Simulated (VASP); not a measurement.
# Li (Im-3m) in VASP: further runs

Aim: see how the results for Li move with the level of theory and the settings. Levels: PBE-based screened hybrid with 25 % exact exchange, r2SCAN50, HF. Tasks: single point, relaxation of cell and atoms.

Everything below comes from runs of VASP 6.6.1. Logs are shortened: lines on timing, memory, paths and dates and some standing lists are left out, and cuts for length are marked.

**1. The cell of the first run**

It takes space group Im-3m (No. 229, cubic). Conventional cell: a = 3.472 Å, b = 3.472 Å, c = 3.472 Å, α = 90.00°, β = 90.00°, γ = 90.00°. Li (site symmetry m-3m) has 14 Li at 3.01 to 3.47 Å within 4.0 Å.

**2. Single point, PBE-based screened hybrid with 25 % exact exchange**

Contents of POSCAR:

```
Li
1.0
   -1.7362009473      1.7362009473      1.7362009473
    1.7362009473     -1.7362009473      1.7362009473
    1.7362009473      1.7362009473     -1.7362009473
Li
1
Direct
    0.0000000000      0.0000000000      0.0000000000
```

Contents of INCAR.step1:

```
SYSTEM = Li
  ALGO = Normal
  EDIFF = 1E-5
  ENCUT = 520
  GGA = PE
  ISIF = 2
  ISMEAR = -1
  LASPH = .TRUE.
  LCHARG = .FALSE.
  LREAL = .FALSE.
  LWAVE = .TRUE.
  NBANDS = 8
  NELM = 60
  PREC = Accurate
  SIGMA = 0.05
```

Contents of INCAR.step2:

```
SYSTEM = Li
  AEXX = 0.25
  ALGO = Normal
  EDIFF = 1E-6
  ENCUT = 520
  GGA = PE
  HFSCREEN = 0.3
  ISIF = 2
  ISMEAR = -1
  ISTART = 1
  LASPH = .TRUE.
  LCHARG = .FALSE.
  LHFCALC = .TRUE.
  LREAL = .FALSE.
  LWAVE = .FALSE.
  NBANDS = 8
  NELM = 60
  PREC = Accurate
  PRECFOCK = Normal
  SIGMA = 0.05
```

Contents of KPOINTS:

```
k-points
0
G
  6 6 6
  0 0 0
```

Potentials or basis: VASP PAW PBE potentials, release 64 (Li_sv).

Command:

```
cat potpaw_PBE.64/Li_sv/POTCAR > POTCAR
cp INCAR.step1 INCAR
mpirun -np 1 vasp_std > vasp.out
cp INCAR.step2 INCAR
mpirun -np 1 vasp_std > vasp.out
```

OUTCAR:

```text
SYSTEM = Li
   AEXX = 0.25
   EDIFF = 1E-6
   ENCUT = 520
   GGA = PE
   HFSCREEN = 0.3
   ISIF = 2
   ISMEAR = -1
   ISTART = 1
   LASPH = .TRUE.
   LHFCALC = .TRUE.
   LREAL = .FALSE.
   NELM = 60
   PREC = Accurate
   PRECFOCK = Normal

 ion  position               nearest neighbor table
   1  0.000  0.000  0.000-

  LATTYP: Found a body centered cubic cell.
 ALAT       =     3.4724018946

  Lattice vectors:

 A1 = (  -1.7362009473,   1.7362009473,   1.7362009473)
 A2 = (   1.7362009473,  -1.7362009473,   1.7362009473)
 A3 = (   1.7362009473,   1.7362009473,  -1.7362009473)

Analysis of symmetry for initial positions (statically):
=====================================================================
 Subroutine PRICEL returns:
 Original cell was already a primitive cell.

 Routine SETGRP: Setting up the symmetry group for a
 body centered cubic supercell.

 Subroutine GETGRP returns: Found 48 space group operations
 (whereof 48 operations were pure point group operations)
 out of a pool of 48 trial point group operations.

The static configuration has the point symmetry O_h .

Analysis of symmetry for dynamics (positions and initial velocities):
=====================================================================
 Subroutine PRICEL returns:
 Original cell was already a primitive cell.

 Routine SETGRP: Setting up the symmetry group for a
 body centered cubic supercell.

 Subroutine GETGRP returns: Found 48 space group operations
 (whereof 48 operations were pure point group operations)
 out of a pool of 48 trial point group operations.

The dynamic configuration has the point symmetry O_h .

 Subroutine INISYM returns: Found 48 space group operations
 (whereof 48 operations are pure point group operations),
 and found     1 'primitive' translations

----------------------------------------------------------------------------------------

                                     Primitive cell

  volume of cell :      20.9344

  direct lattice vectors                    reciprocal lattice vectors
    -1.736200947  1.736200947  1.736200947     0.000000000  0.287985098  0.287985098
     1.736200947 -1.736200947  1.736200947     0.287985098  0.000000000  0.287985098
     1.736200947  1.736200947 -1.736200947     0.287985098  0.287985098  0.000000000

  length of vectors
     3.007188253  3.007188253  3.007188253     0.407272431  0.407272431  0.407272431

  position of ions in fractional coordinates (direct lattice)
     0.000000000  0.000000000  0.000000000

  ion indices of the primitive-cell ions
   primitive index   ion index
                 1           1

----------------------------------------------------------------------------------------

 KPOINTS: k-points

Automatic generation of k-mesh.
 Grid dimensions read from file:
 generate k-points for:    6    6    6

 Generating k-lattice:

  Cartesian coordinates                     Fractional coordinates (reciprocal lattice)
     0.000000000  0.047997516  0.047997516     0.166666667  0.000000000  0.000000000
     0.047997516  0.000000000  0.047997516     0.000000000  0.166666667  0.000000000
     0.047997516  0.047997516  0.000000000     0.000000000  0.000000000  0.166666667

  Length of vectors
     0.067878739  0.067878739  0.067878739

  Shift w.r.t. Gamma in fractional coordinates (k-lattice)
     0.000000000  0.000000000  0.000000000

 Subroutine IBZKPT returns following result:
 ===========================================

 Found     16 irreducible k-points:

 Following reciprocal coordinates:
            Coordinates               Weight
  0.000000  0.000000  0.000000      1.000000
  0.166667  0.000000  0.000000     12.000000
  0.333333  0.000000  0.000000     12.000000
  0.500000  0.000000  0.000000      6.000000
  0.166667  0.166667  0.000000     24.000000
  0.333333  0.166667 -0.000000     48.000000
  0.333333  0.333333  0.000000      8.000000
  0.166667  0.166667  0.166667      8.000000
  0.333333  0.166667  0.166667     12.000000
 -0.166667  0.166667  0.166667      6.000000
 -0.333333  0.333333  0.166667     24.000000
  0.500000  0.500000  0.166667     12.000000
 -0.333333  0.500000  0.166667     24.000000
 -0.333333  0.333333  0.333333      6.000000
  0.500000  0.500000  0.333333     12.000000
  0.500000  0.500000  0.500000      1.000000
   k-points           NKPTS =     16   k-points in BZ     NKDIM =    216   number of bands    NBANDS=      8
   number of dos      NEDOS =    301   number of ions     NIONS =      1
   total plane-waves  NPLWV =  13824
   dimension x,y,z NGX =    24 NGY =   24 NGZ =   24
   dimension x,y,z NGXF=    48 NGYF=   48 NGZF=   48
   ions per type =               1
   NGX,Y,Z   is equivalent  to a cutoff of  13.27, 13.27, 13.27 a.u.
   NGXF,Y,Z  is equivalent  to a cutoff of  26.54, 26.54, 26.54 a.u.
 SYSTEM =  Li
   PREC   = accura    normal or accurate (medium, high low for compatibility)
   ISTART =      1    job   : 0-new  1-cont  2-samecut
   ICHARG =      0    charge: 1-file 2-atom 10-const
   ISPIN  =      1    spin polarized calculation?
   LNONCOLLINEAR =      F non collinear calculations
   LSORBIT =      F    spin-orbit coupling
   LASPH  =      T    aspherical Exc in radial PAW
   ENCUT  =  520.0 eV  38.22 Ry    6.18 a.u.   5.59  5.59  5.59*2*pi/ulx,y,z
   NELM   =     60;   NELMIN=  2; NELMDL=  0     # of ELM steps
   EDIFF  = 0.1E-05   stopping-criterion for ELM
   LREAL  =      F    real-space projection
   EDIFFG = 0.1E-04   stopping-criterion for IOM
   NSW    =      0    number of steps for IOM
   IBRION =     -1    ionic relax: 0-MD 1-quasi-New 2-CG
   NFREE  =      0    steps in history (QN), initial steepest desc. (CG)
   ISIF   =      2    stress and relaxation
   ISYM   =      3    0-nonsym 1-usesym 2-fastsym
   POTIM  = 0.5000    time-step for ionic-motion
   TEBEG  =    0.0;   TEEND  =   0.0 temperature during run
   PSTRESS=    0.0 pullay stress
   NELECT =       3.0000    total number of electrons
   NUPDOWN=      -1.0000    fix difference up-down
   EMIN   =  10.00;   EMAX   =-10.00  energy-range for DOS
   EFERMI =   0.00;   METHOD = LEGACY
   ISMEAR =    -1;   SIGMA  =   0.05  broadening in eV -4-tet -1-fermi 0-gaus
   EFERMI_NEDOS =   21; number of points for ismear=-14 and -15
   IALGO  =     38    algorithm
   IMIX   =      1    mixing-type and parameters
     AMIX     =   0.40;   BMIX     =  1.00
     AMIX_MAG =   1.60;   BMIX_MAG =  1.00
  volume/ion in A,a.u.               =      20.93       141.27
  Fermi-wavevector in a.u.,A,eV,Ry     =   0.856700  1.618928  9.985783  0.733934
  Thomas-Fermi vector in A             =   1.973641
   LORBIT       =      0    0 simple, 1 ext, 2 COOP (PROOUT), +10 PAW based schemes
   GGA     = PE    functional components
   LHFCALC =     T    Hartree Fock is set to
   PRECFOCK=normal    Normal, Fast or Accurate (Low or Medium for compatibility)
   ENCUT4O =  -1.0   cutoff for four orbital integrals eV
   NKREDX  =     1    reduce k-point grid by
   NKREDY  =     1    reduce k-point grid by
   NKREDZ  =     1    reduce k-point grid by
   AEXX    =    0.2500 exact exchange contribution
   HFSCREEN=    0.3000 screening length (either q_TF or 0.3 A-1)
   HFSCREENC=   0.3000 screening length for correlation (either q_TF or 0.3 A-1)
   ENCUTFOCK=  -1.0 apply spherical cutoff to Coloumb kernel
   IVDW    =     0    specifies the selected vdW correction
   LEPSILON=     F    determine dielectric tensor
   LRPA    =     F    only Hartree local field effects (RPA)
 non-spin polarized calculation
  energy-cutoff  :      520.00
  volume of cell :       20.93
 maximum number of plane-waves:       586
 NGX is ok and might be reduce to    24
  NGX = 18; NGY = 18; NGZ = 18

 number of electron       2.9999991 magnetization

 Free energy of the ion-electron system (eV)
  ---------------------------------------------------
  ext. energy  EPLUGINS =         0.00000000
  ---------------------------------------------------
  free energy    TOTEN  =        -1.90439636 eV

  energy without entropy =       -1.88911291  energy(sigma->0) =       -1.89675463

 E-fermi :   0.5934     XC(G=0):  -6.0315

 val. band max:        0.1099460155   @ k =   0.1667   0.1667   0.1667
 cond. band min:       0.6060814263   @ k =   0.3333   0.1667  -0.0000
 fundamental gap:      0.4961354108
 Fermi energy:         0.5934464676

 k-point     1 :       0.0000    0.0000    0.0000
  band No.  band energies     occupation
      1     -49.5286      2.00000
      2      -3.5318      2.00000
      3      15.5176      0.00000
      4      15.5176      0.00000
      5      15.5177      0.00000
      6      20.1226      0.00000
      7      20.1226      0.00000
      8      20.1227      0.00000

 k-point     2 :       0.1667    0.0000    0.0000
  band No.  band energies     occupation
      1     -49.5241      2.00000
      2      -2.9082      2.00000
      3      12.2293      0.00000
      4      13.7540      0.00000
      5      14.6693      0.00000
      6      17.2167      0.00000
      7      17.6892      0.00000
      8      19.9661      0.00000

 k-point     3 :       0.3333    0.0000    0.0000
  band No.  band energies     occupation
      1     -49.5152      2.00000
      2      -1.0933      2.00000
      3       7.0534      0.00000
      4      11.9284      0.00000
      5      13.2843      0.00000
      6      15.1351      0.00000
      7      17.6214      0.00000
      8      21.3785      0.00000

 k-point     4 :       0.5000    0.0000    0.0000
  band No.  band energies     occupation
      1     -49.5107      2.00000
      2       0.8870      0.00562
      3       3.9022      0.00000
      4      11.2852      0.00000
      5      12.7272      0.00000
      6      14.4368      0.00000
      7      17.9081      0.00000
      8      23.3423      0.00000

 k-point     5 :       0.1667    0.1667    0.0000
  band No.  band energies     occupation
      1     -49.5174      2.00000
      2      -1.6768      2.00000
      3       9.3388      0.00000
      4      10.4738      0.00000
      5      12.8184      0.00000
      6      17.5904      0.00000
      7      18.1247      0.00000
      8      20.9021      0.00000

 k-point     6 :       0.3333    0.1667   -0.0000
  band No.  band energies     occupation
      1     -49.5108      2.00000
      2       0.6061      0.87432
      3       5.0926      0.00000
      4       8.9706      0.00000
      5      11.7923      0.00000
      6      17.6127      0.00000
      7      18.9571      0.00000
      8      22.3887      0.00000

 k-point     7 :       0.3333    0.3333    0.0000
  band No.  band energies     occupation
      1     -49.5087      2.00000
      2       3.0804      0.00000
      3       3.0804      0.00000
      4       6.8421      0.00000
      5      11.4890      0.00000
      6      19.9334      0.00000
      7      19.9335      0.00000
      8      20.3966      0.00000

 k-point     8 :       0.1667    0.1667    0.1667
  band No.  band energies     occupation
      1     -49.5122      2.00000
      2       0.1099      1.99987
      3       7.3317      0.00000
      4       7.3317      0.00000
      5      10.1037      0.00000
      6      20.8969      0.00000
      7      20.8969      0.00000
      8      24.7570      0.00000

 k-point     9 :       0.3333    0.1667    0.1667
  band No.  band energies     occupation
      1     -49.5097      2.00000
      2       2.3581      0.00000
      3       4.0918      0.00000
      4       6.6432      0.00000
      5       9.5986      0.00000
      6      21.8806      0.00000
      7      22.3625      0.00000
      8      25.6495      0.00000

 k-point    10 :      -0.1667    0.1667    0.1667
  band No.  band energies     occupation
      1     -49.5200      2.00000
      2      -2.2812      2.00000
      3      11.6793      0.00000
      4      11.6794      0.00000
      5      14.0977      0.00000
      6      14.2362      0.00000
      7      19.9818      0.00000
      8      19.9818      0.00000

 k-point    11 :      -0.3333    0.3333    0.1667
  band No.  band energies     occupation
      1     -49.5119      2.00000
      2      -0.4540      2.00000
      3       7.3860      0.00000
      4       9.7436      0.00000
      5      12.9281      0.00000
      6      14.6781      0.00000
      7      18.6512      0.00000
      8      20.8692      0.00000

 k-point    12 :       0.5000    0.5000    0.1667
  band No.  band energies     occupation
      1     -49.5080      2.00000
      2       1.6232      0.00000
      3       4.1999      0.00000
      4       9.0744      0.00000
      5      12.4985      0.00000
      6      16.2592      0.00000
      7      17.9956      0.00000
      8      18.6878      0.00000

 k-point    13 :      -0.3333    0.5000    0.1667
  band No.  band energies     occupation
      1     -49.5067      2.00000
      2       1.8544      0.00000
      3       5.1879      0.00000
      4       7.3497      0.00000
      5      13.8138      0.00000
      6      13.8992      0.00000
      7      17.1027      0.00000
      8      20.2340      0.00000

 k-point    14 :      -0.3333    0.3333    0.3333
  band No.  band energies     occupation
      1     -49.5057      2.00000
      2       1.4048      0.00000
      3       7.7696      0.00000
      4       7.7697      0.00000
      5       9.9965      0.00000
      6      13.1833      0.00000
      7      16.9572      0.00000
      8      23.9096      0.00000

 k-point    15 :       0.5000    0.5000    0.3333
  band No.  band energies     occupation
      1     -49.5026      2.00000
      2       3.7667      0.00000
      3       5.1966      0.00000
      4       7.0904      0.00000
      5      10.5902      0.00000
      6      12.5409      0.00000
      7      14.6123      0.00000
      8      23.9731      0.00000

 k-point    16 :       0.5000    0.5000    0.5000
  band No.  band energies     occupation
      1     -49.5001      2.00000
      2       6.4080      0.00000
      3       6.4080      0.00000
      4       6.4081      0.00000
      5       8.5712      0.00000
      6       8.5712      0.00000
      7      14.3632      0.00000
      8      29.3677      0.00000

------------------------ aborting loop because EDIFF is reached ----------------------------------------

  FORCE on cell =-STRESS in cart. coord.  units (eV):
  Direction    XX          YY          ZZ          XY          YZ          ZX
  --------------------------------------------------------------------------------------
  -------------------------------------------------------------------------------------
  Total       -0.0084245     -0.0084245     -0.0084245      0.0000000      0.0000000     -0.0000000
  in kB       -0.6447560     -0.6447560     -0.6447560      0.0000000      0.0000000     -0.0000000
  external PRESSURE =      -0.6447560 kB  Pullay stress =       0.0000000 kB

 VOLUME and BASIS-vectors are now :
 -----------------------------------------------------------------------------
  energy-cutoff  :      520.00
  volume of cell :       20.93
      direct lattice vectors                 reciprocal lattice vectors
    -1.736200947  1.736200947  1.736200947     0.000000000  0.287985098  0.287985098
     1.736200947 -1.736200947  1.736200947     0.287985098  0.000000000  0.287985098
     1.736200947  1.736200947 -1.736200947     0.287985098  0.287985098  0.000000000

 POSITION                                       TOTAL-FORCE (eV/Angst)
 -----------------------------------------------------------------------------------
      0.00000      0.00000      0.00000        -0.000000      0.000000     -0.000000
 -----------------------------------------------------------------------------------
    total drift:                                0.000000      0.000000      0.000000

  FREE ENERGIE OF THE ION-ELECTRON SYSTEM (eV)
  ---------------------------------------------------
  free  energy   TOTEN  =        -1.9043963555 eV

  energy  without entropy=       -1.8891129089  energy(sigma->0) =       -1.89675463
```

It took 2.3 min on 1 thread of Intel Xeon 8259CL, shared host; peak memory 0.23 GiB.

Results:

| Item | Value |
| --- | --- |
| Free energy | -1.9044 eV |
| Band gap on the k mesh | zero (an odd number of electrons rules out a gap without spin polarisation) |

Levels at points of the mesh, in eV from the Fermi level:
| k point | band 1 | band 2 | band 3 | band 4 |
| --- | --- | --- | --- | --- |
| (0.00, 0.00, 0.00) | -50.12 | -4.13 | 14.92 | 14.92 |
| (0.50, 0.00, 0.00) | -50.10 | 0.29 | 3.31 | 10.69 |
| (0.50, 0.50, 0.50) | -50.09 | 5.81 | 5.81 | 5.81 |

Caveat: the k points lie up to 0.43 Å⁻¹ apart, too coarse for converged energies and pressures of a metal; the cutoff is under 1.25 times the usual one of these potentials, so pressure, stress and relaxed cells hold a basis-set (Pulay) error; the PAW data sets were made with another functional, which shifts forces and pressure a little.

(Part 1 of 2 ends here.)

The gap in the log of VASP goes by the Fermi energy; the results here count the filled bands.